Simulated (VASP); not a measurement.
# NaF (Fm-3m) in VASP: single point with HSE06

Aim: the single point of NaF with HSE06.

Program: VASP 6.6.1. These are calculated values, not measurements. Logs are shortened: lines on timing, memory, paths and dates and some standing lists are left out, and cuts for length are marked.

## 1. The cell of the first run

The structure is cubic, space group Fm-3m (No. 225). Conventional cell: a = 4.647 Å, b = 4.647 Å, c = 4.647 Å, α = 90.00°, β = 90.00°, γ = 90.00°. Na (site symmetry m-3m) has 6 F at 2.32 Å within 3.1 Å. Within 3.1 Å of F (site symmetry m-3m) lie 6 Na at 2.32 Å.

## 2. Single point, HSE06

The input, POSCAR:

```
NaF
1.0
    0.0000000000      2.3233012604      2.3233012604
    2.3233012604      0.0000000000      2.3233012604
    2.3233012604      2.3233012604      0.0000000000
Na F
1 1
Direct
    0.0000000000      0.0000000000      0.0000000000
    0.5000000000      0.5000000000      0.5000000000
```

The input, INCAR.step1:

```
  PREC = Accurate
  ENCUT = 520
  EDIFF = 1E-5
  ISMEAR = 0
  SIGMA = 0.05
  LREAL = False
  LASPH = True
  NELM = 120
  ALGO = Normal
  ISIF = 2
  LWAVE = True
  GGA = PE
  NBANDS = 14
  GGA_COMPAT = False
```

The input, INCAR.step2:

```
  PREC = Accurate
  ENCUT = 520
  EDIFF = 1E-6
  ISMEAR = 0
  SIGMA = 0.05
  LREAL = False
  LASPH = True
  NELM = 120
  ALGO = Normal
  ISIF = 2
  LWAVE = False
  LCHARG = True
  GGA = PE
  LHFCALC = True
  HFSCREEN = 0.2079
  PRECFOCK = Normal
  LELF = True
  LVHAR = True
  ISTART = 1
  NBANDS = 14
  GGA_COMPAT = False
```

The input, KPOINTS:

```
regular mesh
0
Gamma
  6 6 6
```

Potentials or basis: VASP PAW PBE potentials, release 64 (Na_pv, F).

Started as:

```bash
$ cat potpaw_PBE.64/Na_pv/POTCAR potpaw_PBE.64/F/POTCAR > POTCAR
$ cp INCAR.step1 INCAR
$ mpirun -np 1 vasp_std > vasp.out
$ cp INCAR.step2 INCAR
$ mpirun -np 1 vasp_std > vasp.out
```

OUTCAR:

```text
PREC = Accurate
   ENCUT = 520
   EDIFF = 1E-6
   ISMEAR = 0
   LREAL = False
   LASPH = True
   NELM = 120
   ISIF = 2
   GGA = PE
   LHFCALC = True
   HFSCREEN = 0.2079
   PRECFOCK = Normal
   ISTART = 1

 ion  position               nearest neighbor table
   1  0.000  0.000  0.000-   2 2.32   2 2.32   2 2.32   2 2.32   2 2.32   2 2.32
   2  0.500  0.500  0.500-   1 2.32   1 2.32   1 2.32   1 2.32   1 2.32   1 2.32

  LATTYP: Found a face centered cubic cell.
 ALAT       =     4.6466025208

  Lattice vectors:

 A1 = (   0.0000000000,   2.3233012604,   2.3233012604)
 A2 = (   2.3233012604,   0.0000000000,   2.3233012604)
 A3 = (   2.3233012604,   2.3233012604,   0.0000000000)

Analysis of symmetry for initial positions (statically):
=====================================================================
 Subroutine PRICEL returns:
 Original cell was already a primitive cell.

 Routine SETGRP: Setting up the symmetry group for a
 face centered cubic supercell.

 Subroutine GETGRP returns: Found 48 space group operations
 (whereof 48 operations were pure point group operations)
 out of a pool of 48 trial point group operations.

The static configuration has the point symmetry O_h .

Analysis of symmetry for dynamics (positions and initial velocities):
=====================================================================
 Subroutine PRICEL returns:
 Original cell was already a primitive cell.

 Routine SETGRP: Setting up the symmetry group for a
 face centered cubic supercell.

 Subroutine GETGRP returns: Found 48 space group operations
 (whereof 48 operations were pure point group operations)
 out of a pool of 48 trial point group operations.

The dynamic configuration has the point symmetry O_h .

 Subroutine INISYM returns: Found 48 space group operations
 (whereof 48 operations are pure point group operations),
 and found     1 'primitive' translations

----------------------------------------------------------------------------------------

                                     Primitive cell

  volume of cell :      25.0811

  direct lattice vectors                    reciprocal lattice vectors
     0.000000000  2.323301260  2.323301260    -0.215211005  0.215211005  0.215211005
     2.323301260  0.000000000  2.323301260     0.215211005 -0.215211005  0.215211005
     2.323301260  2.323301260  0.000000000     0.215211005  0.215211005 -0.215211005

  length of vectors
     3.285644152  3.285644152  3.285644152     0.372756396  0.372756396  0.372756396

  position of ions in fractional coordinates (direct lattice)
     0.000000000  0.000000000  0.000000000
     0.500000000  0.500000000  0.500000000

  ion indices of the primitive-cell ions
   primitive index   ion index
                 1           1
                 2           2

----------------------------------------------------------------------------------------

 KPOINTS: regular mesh

Automatic generation of k-mesh.
 Grid dimensions read from file:
 generate k-points for:    6    6    6

 Generating k-lattice:

  Cartesian coordinates                     Fractional coordinates (reciprocal lattice)
    -0.035868501  0.035868501  0.035868501     0.166666667  0.000000000  0.000000000
     0.035868501 -0.035868501  0.035868501     0.000000000  0.166666667  0.000000000
     0.035868501  0.035868501 -0.035868501     0.000000000  0.000000000  0.166666667

  Length of vectors
     0.062126066  0.062126066  0.062126066

  Shift w.r.t. Gamma in fractional coordinates (k-lattice)
     0.000000000  0.000000000  0.000000000

 Subroutine IBZKPT returns following result:
 ===========================================

 Found     16 irreducible k-points:

 Following reciprocal coordinates:
            Coordinates               Weight
  0.000000  0.000000  0.000000      1.000000
  0.166667  0.000000  0.000000      8.000000
  0.333333  0.000000  0.000000      8.000000
  0.500000  0.000000  0.000000      4.000000
  0.166667  0.166667  0.000000      6.000000
  0.333333  0.166667  0.000000     24.000000
[... 8 lines left out ...]
 -0.333333  0.333333  0.166667     24.000000
 -0.333333  0.500000  0.166667     12.000000
   k-points           NKPTS =     16   k-points in BZ     NKDIM =    216   number of bands    NBANDS=     14
   number of dos      NEDOS =    301   number of ions     NIONS =      2
   total plane-waves  NPLWV =  13824
   dimension x,y,z NGX =    24 NGY =   24 NGZ =   24
   dimension x,y,z NGXF=    48 NGYF=   48 NGZF=   48
   ions per type =               1   1
   NGX,Y,Z   is equivalent  to a cutoff of  12.14, 12.14, 12.14 a.u.
   NGXF,Y,Z  is equivalent  to a cutoff of  24.29, 24.29, 24.29 a.u.
 SYSTEM =  unknown system
   PREC   = accura    normal or accurate (medium, high low for compatibility)
   ISTART =      1    job   : 0-new  1-cont  2-samecut
   ICHARG =      0    charge: 1-file 2-atom 10-const
   ISPIN  =      1    spin polarized calculation?
   LNONCOLLINEAR =      F non collinear calculations
   LSORBIT =      F    spin-orbit coupling
   LASPH  =      T    aspherical Exc in radial PAW
   ENCUT  =  520.0 eV  38.22 Ry    6.18 a.u.   6.11  6.11  6.11*2*pi/ulx,y,z
   NELM   =    120;   NELMIN=  2; NELMDL=  0     # of ELM steps
   EDIFF  = 0.1E-05   stopping-criterion for ELM
   LREAL  =      F    real-space projection
   EDIFFG = 0.1E-04   stopping-criterion for IOM
   NSW    =      0    number of steps for IOM
   IBRION =     -1    ionic relax: 0-MD 1-quasi-New 2-CG
   NFREE  =      0    steps in history (QN), initial steepest desc. (CG)
   ISIF   =      2    stress and relaxation
   ISYM   =      3    0-nonsym 1-usesym 2-fastsym
   POTIM  = 0.5000    time-step for ionic-motion
   TEBEG  =    0.0;   TEEND  =   0.0 temperature during run
   PSTRESS=    0.0 pullay stress
   NELECT =      14.0000    total number of electrons
   NUPDOWN=      -1.0000    fix difference up-down
   EMIN   =  10.00;   EMAX   =-10.00  energy-range for DOS
   EFERMI =   0.00;   METHOD = LEGACY
   ISMEAR =     0;   SIGMA  =   0.05  broadening in eV -4-tet -1-fermi 0-gaus
   EFERMI_NEDOS =   21; number of points for ismear=-14 and -15
   IALGO  =     38    algorithm
   IMIX   =      1    mixing-type and parameters
     AMIX     =   0.40;   BMIX     =  1.00
     AMIX_MAG =   1.60;   BMIX_MAG =  1.00
  volume/ion in A,a.u.               =      12.54        84.63
  Fermi-wavevector in a.u.,A,eV,Ry     =   1.347934  2.547226 24.720782  1.816926
  Thomas-Fermi vector in A             =   2.475644
   LORBIT       =      0    0 simple, 1 ext, 2 COOP (PROOUT), +10 PAW based schemes
   GGA     = PE    functional components
   LHFCALC =     T    Hartree Fock is set to
   PRECFOCK=normal    Normal, Fast or Accurate (Low or Medium for compatibility)
   ENCUT4O =  -1.0   cutoff for four orbital integrals eV
   NKREDX  =     1    reduce k-point grid by
   NKREDY  =     1    reduce k-point grid by
   NKREDZ  =     1    reduce k-point grid by
   AEXX    =    0.2500 exact exchange contribution
   HFSCREEN=    0.2079 screening length (either q_TF or 0.3 A-1)
   HFSCREENC=   0.2079 screening length for correlation (either q_TF or 0.3 A-1)
   ENCUTFOCK=  -1.0 apply spherical cutoff to Coloumb kernel
   IVDW    =     0    specifies the selected vdW correction
   LEPSILON=     F    determine dielectric tensor
   LRPA    =     F    only Hartree local field effects (RPA)
 non-spin polarized calculation
 Gauss-broadening in eV      SIGMA  =   0.05
  energy-cutoff  :      520.00
  volume of cell :       25.08
 maximum number of plane-waves:       692
  NGX = 20; NGY = 20; NGZ = 20

 number of electron      13.9999982 magnetization

 Free energy of the ion-electron system (eV)
  ---------------------------------------------------
  ext. energy  EPLUGINS =         0.00000000
  ---------------------------------------------------
  free energy    TOTEN  =       -10.31317240 eV

  energy without entropy =      -10.31317240  energy(sigma->0) =      -10.31317240

 E-fermi :  -3.5401     XC(G=0):  -7.4771

 val. band max:       -3.7971112076   @ k =   0.0000   0.0000   0.0000
 cond. band min:       4.6041016025   @ k =   0.0000   0.0000   0.0000
 fundamental gap:      8.4012128101
 Fermi energy:        -3.5400936393

 k-point     1 :       0.0000    0.0000    0.0000
  band No.  band energies     occupation
      1     -24.5134      2.00000
      2     -24.1957      2.00000
      3     -24.1957      2.00000
      4     -24.1957      2.00000
      5      -3.7971      2.00000
      6      -3.7971      2.00000
      7      -3.7971      2.00000
      8       4.6041      0.00000
      9      17.4912      0.00000
     10      17.4912      0.00000
     11      17.4912      0.00000
     12      20.0888      0.00000
     13      22.7176      0.00000
     14      22.7176      0.00000

 k-point     2 :       0.1667    0.0000    0.0000
  band No.  band energies     occupation
      1     -24.7666      2.00000
      2     -24.1983      2.00000
      3     -24.1983      2.00000
      4     -23.9059      2.00000
      5      -4.2687      2.00000
      6      -3.8643      2.00000
      7      -3.8642      2.00000
      8       5.5339      0.00000
      9      14.9375      0.00000
     10      17.9082      0.00000
     11      17.9082      0.00000
     12      21.8337      0.00000
     13      21.8337      0.00000
     14      22.6973      0.00000
[... 207 lines left out ...]
      1     -24.8354      2.00000
      2     -24.2645      2.00000
      3     -24.2428      2.00000
      4     -23.6791      2.00000
      5      -4.9498      2.00000
      6      -4.5444      2.00000
      7      -4.2243      2.00000
      8      10.8130      0.00000
      9      11.3659      0.00000
     10      14.6800      0.00000
     11      16.6157      0.00000
     12      21.2491      0.00000
     13      21.9982      0.00000
     14      26.7899      0.00000

 k-point    16 :      -0.3333    0.5000    0.1667
  band No.  band energies     occupation
      1     -24.6450      2.00000
      2     -24.3037      2.00000
      3     -24.2641      2.00000
      4     -23.8347      2.00000
      5      -4.9056      2.00000
      6      -4.4666      2.00000
      7      -4.3439      2.00000
      8      11.6433      0.00000
      9      11.6538      0.00000
     10      13.1042      0.00000
     11      16.3370      0.00000
     12      20.1186      0.00000
     13      24.7309      0.00000
     14      24.8294      0.00000

------------------------ aborting loop because EDIFF is reached ----------------------------------------

  FORCE on cell =-STRESS in cart. coord.  units (eV):
  Direction    XX          YY          ZZ          XY          YZ          ZX
  --------------------------------------------------------------------------------------
  -------------------------------------------------------------------------------------
  Total       -0.0268269     -0.0268269     -0.0268269      0.0000000      0.0000000      0.0000000
  in kB       -1.7136973     -1.7136973     -1.7136973      0.0000000      0.0000000      0.0000000
  external PRESSURE =      -1.7136973 kB  Pullay stress =       0.0000000 kB

 VOLUME and BASIS-vectors are now :
 -----------------------------------------------------------------------------
  energy-cutoff  :      520.00
  volume of cell :       25.08
      direct lattice vectors                 reciprocal lattice vectors
     0.000000000  2.323301260  2.323301260    -0.215211005  0.215211005  0.215211005
     2.323301260  0.000000000  2.323301260     0.215211005 -0.215211005  0.215211005
     2.323301260  2.323301260  0.000000000     0.215211005  0.215211005 -0.215211005

 POSITION                                       TOTAL-FORCE (eV/Angst)
 -----------------------------------------------------------------------------------
      0.00000      0.00000      0.00000        -0.000000      0.000000      0.000000
      2.32330      2.32330      2.32330         0.000000     -0.000000     -0.000000
 -----------------------------------------------------------------------------------
    total drift:                                0.000000      0.000000      0.000000

  FREE ENERGIE OF THE ION-ELECTRON SYSTEM (eV)
  ---------------------------------------------------
  free  energy   TOTEN  =       -10.3131724042 eV

  energy  without entropy=      -10.3131724042  energy(sigma->0) =      -10.31317240
```

Run time: 14 min. Hardware: 1 thread of AMD EPYC 7R43 (Zen 3), shared host; peak memory 0.2 GiB.

What came out:

| Item | Value |
| --- | --- |
| Free energy | -10.3132 eV |
| Pressure | -0.2 GPa |
| Band gap on the k mesh | 8.40 eV |

Levels at points of the mesh, in eV from the valence-band top:
```
           k point  band 3  band 4  band 5  band 6  band 7  band 8  band 9  band 10  band 11  band 12
(0.00, 0.00, 0.00)  -20.40  -20.40    0.00    0.00    0.00    8.40   21.29    21.29    21.29    23.89
(0.50, 0.00, 0.00)  -20.41  -19.66   -1.60   -0.26   -0.26   12.94   14.75    22.45    22.45    25.45
(0.50, 0.50, 0.00)  -20.45  -20.45   -1.31   -0.43   -0.43   15.43   15.45    15.89    22.25    22.25
```

Caveat: the PAW data sets were made with another functional, which shifts forces and pressure a little.
